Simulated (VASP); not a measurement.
# HgTe (F-43m) in VASP: notebook

HgTe is run at these levels: PBE; tasks: single point, relaxation of cell and atoms.

All numbers are computed with VASP 6.6.1; they aren't measurements. Logs are shortened: lines on timing, memory, paths and dates and some standing lists are left out, and cuts for length are marked.

## (1) The cell of the first run

Symmetry: F-43m, No. 216, cubic system. Conventional cell: a = 5.977 Å, b = 5.977 Å, c = 5.977 Å, α = 90.00°, β = 90.00°, γ = 90.00°. Hg (site symmetry -43m) has 4 Te at 2.59 Å within 3.4 Å. Within 3.4 Å of Te (site symmetry -43m) lie 4 Hg at 2.59 Å.

## (2) Single point, PBE

File INCAR:

```
  PREC = Accurate
  ENCUT = 520
  EDIFF = 1E-6
  ISMEAR = -1
  SIGMA = 0.15
  LREAL = False
  LASPH = True
  NELM = 100
  ALGO = Normal
  ISIF = 2
  LWAVE = False
  LCHARG = True
  GGA = PE
  LELF = True
  LVHAR = True
  NBANDS = 16
```

File KPOINTS:

```
Automatic mesh
0
Gamma
  12 12 12
```

File POSCAR:

```
HgTe
1.0
    0.0000000000      2.9886336293      2.9886336293
    2.9886336293      0.0000000000      2.9886336293
    2.9886336293      2.9886336293      0.0000000000
Hg Te
1 1
Direct
    0.0000000000      0.0000000000      0.0000000000
    0.7500000000      0.7500000000      0.7500000000
```

Potentials or basis: VASP PAW PBE potentials, release 64 (Hg, Te).

Command:

```console
$ cat potpaw_PBE.64/Hg/POTCAR potpaw_PBE.64/Te/POTCAR > POTCAR
$ mpirun -np 1 vasp_std > vasp.out
```

OUTCAR:

```text
PREC = Accurate
   ENCUT = 520
   EDIFF = 1E-6
   ISMEAR = -1
   LREAL = False
   LASPH = True
   NELM = 100
   ISIF = 2
   GGA = PE

 ion  position               nearest neighbor table
   1  0.000  0.000  0.000-   2 2.59   2 2.59   2 2.59   2 2.59
   2  0.750  0.750  0.750-   1 2.59   1 2.59   1 2.59   1 2.59

  LATTYP: Found a face centered cubic cell.
 ALAT       =     5.9772672586

  Lattice vectors:

 A1 = (   0.0000000000,   2.9886336293,   2.9886336293)
 A2 = (   2.9886336293,   0.0000000000,   2.9886336293)
 A3 = (   2.9886336293,   2.9886336293,   0.0000000000)

Analysis of symmetry for initial positions (statically):
=====================================================================
 Subroutine PRICEL returns:
 Original cell was already a primitive cell.

 Routine SETGRP: Setting up the symmetry group for a
 face centered cubic supercell.

 Subroutine GETGRP returns: Found 24 space group operations
 (whereof 24 operations were pure point group operations)
 out of a pool of 48 trial point group operations.

The static configuration has the point symmetry T_d .

Analysis of symmetry for dynamics (positions and initial velocities):
=====================================================================
 Subroutine PRICEL returns:
 Original cell was already a primitive cell.

 Routine SETGRP: Setting up the symmetry group for a
 face centered cubic supercell.

 Subroutine GETGRP returns: Found 24 space group operations
 (whereof 24 operations were pure point group operations)
 out of a pool of 48 trial point group operations.

The dynamic configuration has the point symmetry T_d .

 Subroutine INISYM returns: Found 24 space group operations
 (whereof 24 operations are pure point group operations),
 and found     1 'primitive' translations

----------------------------------------------------------------------------------------

                                     Primitive cell

  volume of cell :      53.3885

  direct lattice vectors                    reciprocal lattice vectors
     0.000000000  2.988633629  2.988633629    -0.167300533  0.167300533  0.167300533
     2.988633629  0.000000000  2.988633629     0.167300533 -0.167300533  0.167300533
     2.988633629  2.988633629  0.000000000     0.167300533  0.167300533 -0.167300533

  length of vectors
     4.226566212  4.226566212  4.226566212     0.289773024  0.289773024  0.289773024

  position of ions in fractional coordinates (direct lattice)
     0.000000000  0.000000000  0.000000000
     0.750000000  0.750000000  0.750000000

  ion indices of the primitive-cell ions
   primitive index   ion index
                 1           1
                 2           2

----------------------------------------------------------------------------------------

 KPOINTS: Automatic mesh

Automatic generation of k-mesh.
 Grid dimensions read from file:
 generate k-points for:   12   12   12

 Generating k-lattice:

  Cartesian coordinates                     Fractional coordinates (reciprocal lattice)
    -0.013941711  0.013941711  0.013941711     0.083333333  0.000000000  0.000000000
     0.013941711 -0.013941711  0.013941711     0.000000000  0.083333333  0.000000000
     0.013941711  0.013941711 -0.013941711     0.000000000  0.000000000  0.083333333

  Length of vectors
     0.024147752  0.024147752  0.024147752

  Shift w.r.t. Gamma in fractional coordinates (k-lattice)
     0.000000000  0.000000000  0.000000000

 Subroutine IBZKPT returns following result:
 ===========================================

 Found     72 irreducible k-points:

 Following reciprocal coordinates:
            Coordinates               Weight
  0.000000  0.000000  0.000000      1.000000
  0.083333  0.000000  0.000000      8.000000
  0.166667  0.000000  0.000000      8.000000
  0.250000  0.000000  0.000000      8.000000
  0.333333  0.000000  0.000000      8.000000
  0.416667  0.000000  0.000000      8.000000
[... 16 lines left out ...]
  0.500000  0.166667  0.000000     24.000000
 -0.416667  0.166667  0.000000     24.000000
 [... further k-points ...]
   k-points           NKPTS =     72   k-points in BZ     NKDIM =     72   number of bands    NBANDS=     16
   number of dos      NEDOS =    301   number of ions     NIONS =      2
   total plane-waves  NPLWV =  32768
   dimension x,y,z NGX =    32 NGY =   32 NGZ =   32
   dimension x,y,z NGXF=    64 NGYF=   64 NGZF=   64
   ions per type =               1   1
   NGX,Y,Z   is equivalent  to a cutoff of  12.59, 12.59, 12.59 a.u.
   NGXF,Y,Z  is equivalent  to a cutoff of  25.17, 25.17, 25.17 a.u.
 SYSTEM =  unknown system
   PREC   = accura    normal or accurate (medium, high low for compatibility)
   ISTART =      0    job   : 0-new  1-cont  2-samecut
   ICHARG =      2    charge: 1-file 2-atom 10-const
   ISPIN  =      1    spin polarized calculation?
   LNONCOLLINEAR =      F non collinear calculations
   LSORBIT =      F    spin-orbit coupling
   LASPH  =      T    aspherical Exc in radial PAW
   ENCUT  =  520.0 eV  38.22 Ry    6.18 a.u.   7.86  7.86  7.86*2*pi/ulx,y,z
   NELM   =    100;   NELMIN=  2; NELMDL= -5     # of ELM steps
   EDIFF  = 0.1E-05   stopping-criterion for ELM
   LREAL  =      F    real-space projection
   EDIFFG = 0.1E-04   stopping-criterion for IOM
   NSW    =      0    number of steps for IOM
   IBRION =     -1    ionic relax: 0-MD 1-quasi-New 2-CG
   NFREE  =      0    steps in history (QN), initial steepest desc. (CG)
   ISIF   =      2    stress and relaxation
   ISYM   =      2    0-nonsym 1-usesym 2-fastsym
   POTIM  = 0.5000    time-step for ionic-motion
   TEBEG  =    0.0;   TEEND  =   0.0 temperature during run
   PSTRESS=    0.0 pullay stress
   NELECT =      18.0000    total number of electrons
   NUPDOWN=      -1.0000    fix difference up-down
   EMIN   =  10.00;   EMAX   =-10.00  energy-range for DOS
   EFERMI =   0.00;   METHOD = LEGACY
   ISMEAR =    -1;   SIGMA  =   0.15  broadening in eV -4-tet -1-fermi 0-gaus
   EFERMI_NEDOS =   21; number of points for ismear=-14 and -15
   IALGO  =     38    algorithm
   IMIX   =      4    mixing-type and parameters
     AMIX     =   0.40;   BMIX     =  1.00
     AMIX_MAG =   1.60;   BMIX_MAG =  1.00
  volume/ion in A,a.u.               =      26.69       180.14
  Fermi-wavevector in a.u.,A,eV,Ry     =   1.139418  2.153187 17.664075  1.298273
  Thomas-Fermi vector in A             =   2.276121
   LORBIT       =      0    0 simple, 1 ext, 2 COOP (PROOUT), +10 PAW based schemes
   GGA     = PE    functional components
   LHFCALC =     F    Hartree Fock is set to
   AEXX    =    0.0000 exact exchange contribution
   IVDW    =     0    specifies the selected vdW correction
   LEPSILON=     F    determine dielectric tensor
   LRPA    =     F    only Hartree local field effects (RPA)
 non-spin polarized calculation
  energy-cutoff  :      520.00
  volume of cell :       53.39
 maximum number of plane-waves:      1459
   NGX = 15   NGY = 15   NGZ = 15

 number of electron      17.9999999 magnetization

 Free energy of the ion-electron system (eV)
  ---------------------------------------------------
  ext. energy  EPLUGINS =         0.00000000
  ---------------------------------------------------
  free energy    TOTEN  =        -2.49614250 eV

  energy without entropy =       -2.49297294  energy(sigma->0) =       -2.49455772

 E-fermi :   6.2817     XC(G=0):  -9.8604

 val. band max:        6.0053912331   @ k =   0.0000   0.0000   0.0000
 cond. band min:       6.6929523899   @ k =   0.5000   0.0000   0.0000
 fundamental gap:      0.6875611567
 Fermi energy:         6.2816671914

 k-point     1 :       0.0000    0.0000    0.0000
  band No.  band energies     occupation
      1      -8.0577      2.00000
      2      -3.0801      2.00000
      3      -3.0801      2.00000
      4      -3.0801      2.00000
      5      -2.2202      2.00000
      6      -2.2202      2.00000
[... 8 lines left out ...]
     15      15.5538      0.00000
     16      15.5538      0.00000

 k-point     2 :       0.0833    0.0000    0.0000
  band No.  band energies     occupation
      1      -8.0038      2.00000
      2      -3.0733      2.00000
      3      -3.0641      2.00000
      4      -3.0641      2.00000
      5      -2.2230      2.00000
      6      -2.2230      2.00000
[... 8 lines left out ...]
     15      14.8905      0.00000
     16      14.8905      0.00000

 k-point     3 :       0.1667    0.0000    0.0000
  band No.  band energies     occupation
      1      -7.8520      2.00000
      2      -3.0377      2.00000
      3      -3.0218      2.00000
      4      -3.0218      2.00000
      5      -2.2279      2.00000
      6      -2.2279      2.00000
[... 8 lines left out ...]
     15      14.4174      0.00000
     16      14.4174      0.00000

 k-point     4 :       0.2500    0.0000    0.0000
  band No.  band energies     occupation
      1      -7.6335      2.00000
      2      -2.9686      2.00000
      3      -2.9686      2.00000
      4      -2.9310      2.00000
      5      -2.2263      2.00000
      6      -2.2263      2.00000
[... 8 lines left out ...]
     15      14.3970      0.00000
     16      14.3970      0.00000
[... 324 lines left out ...]
 k-point    22 :       0.4167    0.1667    0.0000
  band No.  band energies     occupation
      1      -7.2078      2.00000
      2      -2.9222      2.00000
      3      -2.8075      2.00000
      4      -2.6003      2.00000
      5      -2.1688      2.00000
      6      -2.1542      2.00000
[... 8 lines left out ...]
     15      15.6390      0.00000
     16      16.3791      0.00000

 k-point    23 :       0.5000    0.1667    0.0000
  band No.  band energies     occupation
      1      -7.0797      2.00000
      2      -2.8828      2.00000
      3      -2.7956      2.00000
      4      -2.3733      2.00000
      5      -2.1777      2.00000
      6      -1.8945      2.00000
[... 8 lines left out ...]
     15      16.0437      0.00000
     16      16.4063      0.00000

 k-point    24 :      -0.4167    0.1667    0.0000
  band No.  band energies     occupation
      1      -7.0631      2.00000
      2      -2.8686      2.00000
      3      -2.8069      2.00000
      4      -2.2823      2.00000
      5      -2.2058      2.00000
      6      -1.8241      2.00000
[... 8 lines left out ...]
     15      15.4713      0.00000
     16      15.7261      0.00000

 [... further k-points ...]

------------------------ aborting loop because EDIFF is reached ----------------------------------------

  FORCE on cell =-STRESS in cart. coord.  units (eV):
  Direction    XX          YY          ZZ          XY          YZ          ZX
  --------------------------------------------------------------------------------------
  -------------------------------------------------------------------------------------
  Total        8.4209826      8.4209826      8.4209826      0.0000000      0.0000000     -0.0000000
  in kB      252.7116832    252.7116832    252.7116832      0.0000000      0.0000000     -0.0000000
  external PRESSURE =     252.7116832 kB  Pullay stress =       0.0000000 kB

 VOLUME and BASIS-vectors are now :
 -----------------------------------------------------------------------------
  energy-cutoff  :      520.00
  volume of cell :       53.39
      direct lattice vectors                 reciprocal lattice vectors
     0.000000000  2.988633629  2.988633629    -0.167300533  0.167300533  0.167300533
     2.988633629  0.000000000  2.988633629     0.167300533 -0.167300533  0.167300533
     2.988633629  2.988633629  0.000000000     0.167300533  0.167300533 -0.167300533

 POSITION                                       TOTAL-FORCE (eV/Angst)
 -----------------------------------------------------------------------------------
      0.00000      0.00000      0.00000        -0.000000     -0.000000     -0.000000
      4.48295      4.48295      4.48295         0.000000      0.000000      0.000000
 -----------------------------------------------------------------------------------
    total drift:                                0.000000      0.000000      0.000000

  FREE ENERGIE OF THE ION-ELECTRON SYSTEM (eV)
  ---------------------------------------------------
  free  energy   TOTEN  =        -2.4961425000 eV

  energy  without entropy=       -2.4929729442  energy(sigma->0) =       -2.49455772
```

Wall time 75 s (1 thread of AMD EPYC 7R13, shared host); peak memory 0.19 GiB.

What came out:

| Quantity | Value |
| --- | --- |
| Free energy | -2.4961 eV |
| Pressure | 25.3 GPa |
| Band gap on the k mesh | zero (filled and empty bands touch) |

Caveat: the cell stands under pressure; semilocal functionals underestimate gaps, so a narrow gap can read as zero; spin-orbit coupling is left out, which moves the levels of the heavy elements.

## (3) Relaxation of cell and atoms, PBE, target pressure 25 GPa, at which the enthalpy is minimised

This run uses another cell than the first one, of 36.81 Å³/atom.

File INCAR:

```
PREC = Accurate ; ENCUT = 600
EDIFF = 1E-6 ; ISMEAR = -1
SIGMA = 0.15 ; LREAL = False
LASPH = True ; NELM = 100
ALGO = Normal ; ISIF = 3
LWAVE = False ; LCHARG = False
GGA = PE ; IBRION = 2
NSW = 80 ; EDIFFG = -0.001
PSTRESS = 250.0
```

KPOINTS is that of step 2.

File POSCAR:

```
HgTe
1.0
    0.0000000000      3.3264647587      3.3264647587
    3.3264647587      0.0000000000      3.3264647587
    3.3264647587      3.3264647587      0.0000000000
Hg Te
1 1
Direct
    0.0000000000      0.0000000000      0.0000000000
    0.7500000000      0.7500000000      0.7500000000
```

Potentials or basis: VASP PAW PBE potentials, release 64 (Hg, Te).

Command:

```console
$ cat potpaw_PBE.64/Hg/POTCAR potpaw_PBE.64/Te/POTCAR > POTCAR
$ mpirun -np 1 vasp_std > vasp.out
```

It took 20 min on 1 thread of AMD EPYC 7R13, shared host; peak memory 0.3 GiB.

It converged, with:

| Property | Result |
| --- | --- |
| Free energy | -2.5154 eV |
| Relaxed volume | 26.75 Å³/atom |
| Relaxed cell | a = 4.230 Å, b = 4.230 Å, c = 4.230 Å, α = 60.00°, β = 60.00°, γ = 60.00° |
| Space group after relaxing (to 0.1 Å) | F-43m (No. 216) |
| Energy change on relaxing (the run minimises the enthalpy) | +569.6 meV/atom |
| Ionic steps | 26 |
| Pressure after relaxing | 25.0 GPa |
| Band gap on the k mesh | zero (filled and empty bands touch) |

Step by step:
```
step  energy change (eV)  largest force (eV/Å)  pressure (GPa)  volume (Å³)
   1              0.0000                0.0000            0.06        73.62
   2             21.4140                0.0000          385.79        27.89
   3              0.6916                0.0000           17.17        56.94
   4              0.8692                0.0000           20.34        55.42
   5              1.1523                0.0000           25.23        53.42
   6              1.0964                0.0000           24.33        53.78
   7              1.0986                0.0000           24.30        53.77
   8              1.1055                0.0000           24.38        53.72
   9              1.1055                0.0000           24.42        53.72
  10              1.1058                0.0000           24.42        53.72
  11              1.1063                0.0000           24.42        53.72
  12              1.1072                0.0000           24.45        53.71
  13              1.1091                0.0000           24.48        53.70
  14              1.1129                0.0000           24.53        53.68
  15              1.1204                0.0000           24.64        53.63
  16              1.1357                0.0000           24.93        53.53
  17              1.1390                0.0000           24.97        53.51
  18              1.1413                0.0000           25.03        53.49
  19              1.1401                0.0000           25.02        53.50
  20              1.1399                0.0000           25.02        53.50
  21              1.1394                0.0000           25.02        53.50
  22              1.1383                0.0000           24.98        53.51
  23              1.1387                0.0000           24.98        53.51
  24              1.1391                0.0000           24.98        53.51
  25              1.1392                0.0000           24.99        53.51
  26              1.1393                0.0000           25.00        53.51
```

Final structure:
```
CELL_PARAMETERS angstrom
0.00000 2.99081 2.99081
2.99081 0.00000 2.99081
2.99081 2.99081 0.00000
ATOMIC_POSITIONS crystal
Hg 0.00000 0.00000 0.00000
Te 0.75000 0.75000 0.75000
```

Levels at points of the mesh, in eV from the Fermi level:
```csv
k point,band 7,band 8,band 9,band 10,band 11,band 12
"(0.00, 0.00, 0.00)",-0.38,-0.28,-0.28,-0.28,3.40,3.40
"(0.50, 0.00, 0.00)",-7.56,-1.83,-1.83,0.41,4.42,4.42
"(0.50, 0.50, 0.00)",-7.15,-3.75,-3.75,1.31,1.52,8.95
```

Caveat: the cell is relaxed towards a set pressure, so the run minimises the enthalpy, not the energy; the volume moved by over 15 % at a fixed basis, so the end points are rough; semilocal functionals underestimate gaps, so a narrow gap can read as zero; spin-orbit coupling is left out, which moves the levels of the heavy elements.
